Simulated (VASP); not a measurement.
# SiC (P1) in VASP: notebook

The runs below take SiC through single point, with PBE.

All numbers are computed with VASP 6.6.1; they aren't measurements. Logs are shortened: lines on timing, memory, paths and dates and some standing lists are left out, and cuts for length are marked.

**1. The cell of the first run**

The typed cell holds 4 atoms: a = 3.076 Å, b = 3.076 Å, c = 5.048 Å, α = 90.00°, β = 90.00°, γ = 120.00°.

**2. Single point, PBE (atom 3 (C) moved +0.037 Å along Cartesian [1 0 0])**

Contents of INCAR:

```
ALGO = Normal
EDIFF = 1E-6
ENCUT = 520
GGA = PE
ISIF = 2
ISMEAR = 0
LASPH = True
LCHARG = False
LREAL = False
LWAVE = False
NBANDS = 16
NELM = 60
PREC = Accurate
SIGMA = 0.05
```

Contents of KPOINTS:

```
k-points
0
Gamma
  12 12 6
```

Contents of POSCAR:

```
SiC
1.0
    3.0759982064      0.0000000000      0.0000000000
   -1.5379991032      2.6638925888      0.0000000000
    0.0000000000      0.0000000000      5.0480000000
Si C
2 2
Direct
    0.3333333333      0.6666666667      0.0000000000
    0.6666666667      0.3333333333      0.5000000000
    0.3455244978      0.6666666667      0.3850000000
    0.6666666667      0.3333333333      0.8850000000
```

Potentials or basis: VASP PAW PBE potentials, release 64 (Si, C).

On the command line:

```sh
$ cat potpaw_PBE.64/Si/POTCAR potpaw_PBE.64/C/POTCAR > POTCAR
$ mpirun -np 1 vasp_std > vasp.out
```

OUTCAR:

```text
EDIFF = 1E-6
   ENCUT = 520
   GGA = PE
   ISIF = 2
   ISMEAR = 0
   LASPH = True
   LREAL = False
   NELM = 60
   PREC = Accurate

 ion  position               nearest neighbor table
   1  0.333  0.667  0.000-   4 1.87   4 1.87   4 1.87   3 1.94   2 3.09   2 3.09   2 3.09   2 3.09
                             2 3.09   2 3.09
   2  0.667  0.333  0.500-   3 1.84   3 1.87   3 1.90   4 1.94   1 3.09   1 3.09   1 3.09   1 3.09
                             1 3.09   1 3.09
   3  0.346  0.667  0.385-   2 1.84   2 1.87   2 1.90   1 1.94
   4  0.667  0.333  0.885-   1 1.87   1 1.87   1 1.87   2 1.94

  LATTYP: Found a hexagonal cell.
 ALAT       =     3.0759982064
 C/A-ratio  =     1.6410932846

  Lattice vectors:

 A1 = (   3.0759982064,   0.0000000000,   0.0000000000)
 A2 = (  -1.5379991032,   2.6638925888,   0.0000000000)
 A3 = (   0.0000000000,   0.0000000000,   5.0480000000)

Analysis of symmetry for initial positions (statically):
=====================================================================
 Subroutine PRICEL returns:
 Original cell was already a primitive cell.

 Routine SETGRP: Setting up the symmetry group for a
 hexagonal supercell.

 Subroutine GETGRP returns: Found  1 space group operations
 (whereof  1 operations were pure point group operations)
 out of a pool of 24 trial point group operations.

The static configuration has the point symmetry C_1 .

Analysis of symmetry for dynamics (positions and initial velocities):
=====================================================================
 Subroutine PRICEL returns:
 Original cell was already a primitive cell.

 Routine SETGRP: Setting up the symmetry group for a
 hexagonal supercell.

 Subroutine GETGRP returns: Found  1 space group operations
 (whereof  1 operations were pure point group operations)
 out of a pool of 24 trial point group operations.

The dynamic configuration has the point symmetry C_1 .

 Subroutine INISYM returns: Found  1 space group operations
 (whereof  1 operations are pure point group operations),
 and found     1 'primitive' translations

----------------------------------------------------------------------------------------

                                     Primitive cell

  volume of cell :      41.3640

  direct lattice vectors                    reciprocal lattice vectors
     3.075998206  0.000000000  0.000000000     0.325097719  0.187695255  0.000000000
    -1.537999103  2.663892589  0.000000000     0.000000000  0.375390511  0.000000000
     0.000000000  0.000000000  5.048000000     0.000000000  0.000000000  0.198098257

  length of vectors
     3.075998206  3.075998206  5.048000000     0.375390511  0.375390511  0.198098257

  position of ions in fractional coordinates (direct lattice)
     0.333333333  0.666666667  0.000000000
     0.666666667  0.333333333  0.500000000
     0.345524498  0.666666667  0.385000000
     0.666666667  0.333333333  0.885000000

  ion indices of the primitive-cell ions
   primitive index   ion index
                 1           1
                 2           2
                 3           3
                 4           4

----------------------------------------------------------------------------------------

 KPOINTS: k-points

Automatic generation of k-mesh.
 Grid dimensions read from file:
 generate k-points for:   12   12    6

 Generating k-lattice:

  Cartesian coordinates                     Fractional coordinates (reciprocal lattice)
     0.027091477  0.015641271  0.000000000     0.083333333 -0.000000000  0.000000000
     0.000000000  0.031282543  0.000000000     0.000000000  0.083333333  0.000000000
     0.000000000  0.000000000  0.033016376     0.000000000  0.000000000  0.166666667

  Length of vectors
     0.031282543  0.031282543  0.033016376

  Shift w.r.t. Gamma in fractional coordinates (k-lattice)
     0.000000000  0.000000000  0.000000000

 Subroutine IBZKPT returns following result:
 ===========================================

 Found    436 irreducible k-points:

 Following reciprocal coordinates:
            Coordinates               Weight
  0.000000  0.000000  0.000000      1.000000
  0.083333 -0.000000  0.000000      2.000000
  0.000000  0.083333  0.000000      2.000000
 -0.083333  0.083333  0.000000      2.000000
  0.166667 -0.000000  0.000000      2.000000
  0.000000  0.166667  0.000000      2.000000
[... 16 lines left out ...]
  0.166667  0.083333  0.000000      2.000000
 -0.083333  0.250000  0.000000      2.000000
 [... further k-points ...]
   k-points           NKPTS =    436   k-points in BZ     NKDIM =    436   number of bands    NBANDS=     16
   number of dos      NEDOS =    301   number of ions     NIONS =      4
   total plane-waves  NPLWV =  23040
   dimension x,y,z NGX =    24 NGY =   24 NGZ =   40
   dimension x,y,z NGXF=    48 NGYF=   48 NGZF=   80
   ions per type =               2   2
   NGX,Y,Z   is equivalent  to a cutoff of  12.97, 12.97, 13.17 a.u.
   NGXF,Y,Z  is equivalent  to a cutoff of  25.94, 25.94, 26.35 a.u.
 SYSTEM =  unknown system
   PREC   = accura    normal or accurate (medium, high low for compatibility)
   ISTART =      0    job   : 0-new  1-cont  2-samecut
   ICHARG =      2    charge: 1-file 2-atom 10-const
   ISPIN  =      1    spin polarized calculation?
   LNONCOLLINEAR =      F non collinear calculations
   LSORBIT =      F    spin-orbit coupling
   LASPH  =      T    aspherical Exc in radial PAW
   ENCUT  =  520.0 eV  38.22 Ry    6.18 a.u.   5.72  5.72  9.39*2*pi/ulx,y,z
   NELM   =     60;   NELMIN=  2; NELMDL= -5     # of ELM steps
   EDIFF  = 0.1E-05   stopping-criterion for ELM
   LREAL  =      F    real-space projection
   EDIFFG = 0.1E-04   stopping-criterion for IOM
   NSW    =      0    number of steps for IOM
   IBRION =     -1    ionic relax: 0-MD 1-quasi-New 2-CG
   NFREE  =      0    steps in history (QN), initial steepest desc. (CG)
   ISIF   =      2    stress and relaxation
   ISYM   =      2    0-nonsym 1-usesym 2-fastsym
   POTIM  = 0.5000    time-step for ionic-motion
   TEBEG  =    0.0;   TEEND  =   0.0 temperature during run
   PSTRESS=    0.0 pullay stress
   NELECT =      16.0000    total number of electrons
   NUPDOWN=      -1.0000    fix difference up-down
   EMIN   =  10.00;   EMAX   =-10.00  energy-range for DOS
   EFERMI =   0.00;   METHOD = LEGACY
   ISMEAR =     0;   SIGMA  =   0.05  broadening in eV -4-tet -1-fermi 0-gaus
   EFERMI_NEDOS =   21; number of points for ismear=-14 and -15
   IALGO  =     38    algorithm
   IMIX   =      4    mixing-type and parameters
     AMIX     =   0.40;   BMIX     =  1.00
     AMIX_MAG =   1.60;   BMIX_MAG =  1.00
  volume/ion in A,a.u.               =      10.34        69.78
  Fermi-wavevector in a.u.,A,eV,Ry     =   1.192818  2.254099 19.358564  1.422814
  Thomas-Fermi vector in A             =   2.328847
   LORBIT       =      0    0 simple, 1 ext, 2 COOP (PROOUT), +10 PAW based schemes
   GGA     = PE    functional components
   LHFCALC =     F    Hartree Fock is set to
   AEXX    =    0.0000 exact exchange contribution
   IVDW    =     0    specifies the selected vdW correction
   LEPSILON=     F    determine dielectric tensor
   LRPA    =     F    only Hartree local field effects (RPA)
 non-spin polarized calculation
 Gauss-broadening in eV      SIGMA  =   0.05
  energy-cutoff  :      520.00
  volume of cell :       41.36
 maximum number of plane-waves:      1132
   NGX = 11   NGY = 11   NGZ = 19

 number of electron      16.0000001 magnetization

 Free energy of the ion-electron system (eV)
  ---------------------------------------------------
  ext. energy  EPLUGINS =         0.00000000
  ---------------------------------------------------
  free energy    TOTEN  =       -30.05229113 eV

  energy without entropy =      -30.05229113  energy(sigma->0) =      -30.05229113

 E-fermi :   8.6181     XC(G=0): -11.3487

 val. band max:        8.4190226009   @ k =   0.0000   0.0000   0.0000
 cond. band min:      10.7301454041   @ k =   0.3333   0.3333   0.0000
 fundamental gap:      2.3111228033
 Fermi energy:         8.6181379095

 k-point     1 :       0.0000    0.0000    0.0000
  band No.  band energies     occupation
      1      -7.3157      2.00000
      2      -3.8140      2.00000
      3      -0.2834      2.00000
      4       6.7610      2.00000
      5       6.9374      2.00000
      6       8.0878      2.00000
[... 8 lines left out ...]
     15      17.2465      0.00000
     16      19.5966      0.00000

 k-point     2 :       0.0833   -0.0000    0.0000
  band No.  band energies     occupation
      1      -7.1953      2.00000
      2      -3.7103      2.00000
      3      -0.1715      2.00000
      4       6.2318      2.00000
      5       6.5781      2.00000
      6       7.7221      2.00000
[... 8 lines left out ...]
     15      17.5290      0.00000
     16      18.6792      0.00000

 k-point     3 :       0.0000    0.0833    0.0000
  band No.  band energies     occupation
      1      -7.1951      2.00000
      2      -3.7103      2.00000
      3      -0.1712      2.00000
      4       6.1599      2.00000
      5       6.6554      2.00000
      6       7.6805      2.00000
[... 8 lines left out ...]
     15      17.4546      0.00000
     16      18.7141      0.00000

 k-point     4 :      -0.0833    0.0833    0.0000
  band No.  band energies     occupation
      1      -7.1949      2.00000
      2      -3.7103      2.00000
      3      -0.1709      2.00000
      4       6.1084      2.00000
      5       6.7124      2.00000
      6       7.6403      2.00000
[... 8 lines left out ...]
     15      17.3412      0.00000
     16      18.7311      0.00000
[... 324 lines left out ...]
 k-point    22 :      -0.1667    0.0833    0.0000
  band No.  band energies     occupation
      1      -6.9553      2.00000
      2      -3.5070      2.00000
      3       0.0490      2.00000
      4       5.2219      2.00000
      5       6.0905      2.00000
      6       7.0827      2.00000
[... 8 lines left out ...]
     15      17.9853      0.00000
     16      18.4214      0.00000

 k-point    23 :       0.1667    0.0833    0.0000
  band No.  band energies     occupation
      1      -6.4843      2.00000
      2      -3.1199      2.00000
      3       0.4637      2.00000
      4       3.8685      2.00000
      5       5.2018      2.00000
      6       6.1483      2.00000
[... 8 lines left out ...]
     15      18.0052      0.00000
     16      18.9369      0.00000

 k-point    24 :      -0.0833    0.2500    0.0000
  band No.  band energies     occupation
      1      -6.4812      2.00000
      2      -3.1208      2.00000
      3       0.4669      2.00000
      4       3.7831      2.00000
      5       5.2705      2.00000
      6       6.0988      2.00000
[... 8 lines left out ...]
     15      17.8831      0.00000
     16      18.8813      0.00000

 [... further k-points ...]

------------------------ aborting loop because EDIFF is reached ----------------------------------------

  FORCE on cell =-STRESS in cart. coord.  units (eV):
  Direction    XX          YY          ZZ          XY          YZ          ZX
  --------------------------------------------------------------------------------------
  -------------------------------------------------------------------------------------
  Total        1.4047644      1.3778332      0.1147872     -0.4175584     -0.0216273      0.2140773
  in kB       54.4116565     53.3685121      4.4461293    -16.1735609     -0.8377057      8.2919948
  external PRESSURE =      37.4087659 kB  Pullay stress =       0.0000000 kB

 VOLUME and BASIS-vectors are now :
 -----------------------------------------------------------------------------
  energy-cutoff  :      520.00
  volume of cell :       41.36
      direct lattice vectors                 reciprocal lattice vectors
     3.075998206  0.000000000  0.000000000     0.325097719  0.187695255  0.000000000
    -1.537999103  2.663892589  0.000000000     0.000000000  0.375390511  0.000000000
     0.000000000  0.000000000  5.048000000     0.000000000  0.000000000  0.198098257

 POSITION                                       TOTAL-FORCE (eV/Angst)
 -----------------------------------------------------------------------------------
     -0.00000      1.77593      0.00000         0.082435     -0.000479      0.755341
      1.53800      0.88796      2.52400         0.713574     -0.043083      0.778012
      0.03750      1.77593      1.94348        -0.800284      0.044292     -0.780209
      1.53800      0.88796      4.46748         0.004275     -0.000730     -0.753144
 -----------------------------------------------------------------------------------
    total drift:                               -0.000025     -0.000012     -0.000133

  FREE ENERGIE OF THE ION-ELECTRON SYSTEM (eV)
  ---------------------------------------------------
  free  energy   TOTEN  =       -30.0522911252 eV

  energy  without entropy=      -30.0522911252  energy(sigma->0) =      -30.05229113
```

It took 68 s on 1 thread of Intel Xeon 6975P-C (Granite Rapids), shared host; peak memory 0.34 GiB.

What came out:

| Item | Value |
| --- | --- |
| Free energy | -30.0523 eV |
| Pressure | 3.7 GPa |
| Largest force | 1.119 eV/Å |
| Band gap on the k mesh | 2.31 eV, indirect (least direct gap 4.04 eV) |

Forces in eV/Å, atoms in the order of the input:
```
Si   0.082  0.000  0.755
Si   0.714 -0.043  0.778
C   -0.800  0.044 -0.780
C    0.004 -0.001 -0.753
```

Levels at points of the mesh, in eV from the valence-band top:
| k point | band 4 | band 5 | band 6 | band 7 | band 8 | band 9 | band 10 | band 11 | band 12 | band 13 |
| --- | --- | --- | --- | --- | --- | --- | --- | --- | --- | --- |
| (0.00, 0.00, 0.00) | -1.66 | -1.48 | -0.33 | -0.24 | 0.00 | 4.61 | 6.01 | 6.49 | 6.50 | 7.53 |
| (0.50, 0.00, 0.00) | -6.47 | -5.48 | -3.59 | -3.18 | -1.54 | 2.57 | 4.07 | 6.66 | 7.19 | 9.68 |
| (0.00, 0.50, 0.00) | -6.56 | -5.44 | -3.55 | -3.27 | -1.50 | 2.58 | 4.18 | 6.72 | 7.19 | 9.69 |
| (0.50, 0.50, 0.00) | -6.65 | -5.39 | -3.52 | -3.35 | -1.45 | 2.59 | 4.30 | 6.80 | 7.19 | 9.70 |
| (0.00, 0.00, 0.50) | -4.46 | -1.12 | -0.98 | -0.97 | -0.83 | 5.69 | 5.70 | 7.01 | 7.15 | 7.16 |
| (0.50, 0.00, 0.50) | -8.36 | -2.78 | -2.70 | -2.38 | -2.36 | 3.17 | 3.19 | 4.95 | 5.02 | 10.35 |
| (0.00, 0.50, 0.50) | -8.46 | -2.71 | -2.70 | -2.35 | -2.33 | 3.15 | 3.16 | 4.98 | 4.98 | 10.36 |
| (0.50, 0.50, 0.50) | -8.47 | -2.70 | -2.62 | -2.34 | -2.31 | 3.13 | 3.14 | 4.95 | 5.02 | 10.37 |

Caveat: the cell differs from its parent crystal (atom 3 (C) moved +0.037 Å along Cartesian [1 0 0]); forces of over 1 eV/Å act on the atoms, so gaps and moduli don't describe the material at rest. A k mesh can miss the band edges.

**3. Single point, PBE (atom 3 (C) moved +0.013 Å along Cartesian [1 0 0])**

Contents of INCAR:

```
PREC = Accurate
ENCUT = 520
EDIFF = 1E-6
ISMEAR = 0
SIGMA = 0.05
LREAL = F
LASPH = T
NELM = 60
ALGO = Normal
ISIF = 2
LWAVE = F
LCHARG = F
GGA = PE
NBANDS = 16
```

Contents of KPOINTS:

```
regular mesh
0
Gamma
  12 12 6
```

Edit POSCAR of step 2 so:

```diff
@@ -10,3 +10,3 @@
     0.6666666667      0.3333333333      0.5000000000
-    0.3455244978      0.6666666667      0.3850000000
+    0.3373970548      0.6666666667      0.3850000000
     0.6666666667      0.3333333333      0.8850000000
```

Potentials or basis: VASP PAW PBE potentials, release 64 (Si, C).

On the command line:

```sh
$ cat potpaw_PBE.64/Si/POTCAR potpaw_PBE.64/C/POTCAR > POTCAR
$ mpirun -np 1 vasp_std > vasp.out
```

Run time: 67 s. Hardware: 1 thread of Intel Xeon 6975P-C (Granite Rapids), shared host; peak memory 0.34 GiB.

Results (log left out):

- Free energy: -30.0656 eV
- Pressure: 3.7 GPa
- Largest force: 0.801 eV/Å
- Band gap on the k mesh: 2.32 eV, indirect (least direct gap 4.06 eV)

Forces on the atoms (eV/Å):
```
Si   0.027  0.000  0.753
Si   0.238 -0.005  0.756
C   -0.266  0.005 -0.756
C    0.001  0.000 -0.753
```

Stress tensor (GPa, compression positive):
```
 5.27 -0.54  0.28
-0.54  5.26 -0.01
 0.28 -0.01  0.42
```

Levels at points of the mesh, in eV from the valence-band top:
| k point | band 5 | band 6 | band 7 | band 8 | band 9 | band 10 | band 11 | band 12 |
| --- | --- | --- | --- | --- | --- | --- | --- | --- |
| (0.00, 0.00, 0.00) | -1.53 | -0.29 | -0.26 | 0.00 | 4.62 | 6.02 | 6.50 | 6.51 |
| (0.50, 0.00, 0.00) | -5.45 | -3.56 | -3.23 | -1.50 | 2.58 | 4.16 | 6.72 | 7.20 |
| (0.00, 0.50, 0.00) | -5.43 | -3.54 | -3.26 | -1.49 | 2.59 | 4.19 | 6.74 | 7.20 |
| (0.50, 0.50, 0.00) | -5.42 | -3.53 | -3.29 | -1.47 | 2.59 | 4.23 | 6.76 | 7.20 |
| (0.00, 0.00, 0.50) | -1.02 | -0.97 | -0.97 | -0.92 | 5.71 | 5.71 | 7.12 | 7.17 |
| (0.50, 0.00, 0.50) | -2.71 | -2.69 | -2.35 | -2.35 | 3.17 | 3.17 | 4.98 | 5.01 |
| (0.00, 0.50, 0.50) | -2.69 | -2.69 | -2.34 | -2.34 | 3.16 | 3.16 | 4.99 | 4.99 |
| (0.50, 0.50, 0.50) | -2.69 | -2.66 | -2.34 | -2.33 | 3.16 | 3.16 | 4.98 | 5.00 |

Caveat: the cell differs from its parent crystal (atom 3 (C) moved +0.013 Å along Cartesian [1 0 0]). A k mesh can miss the band edges.
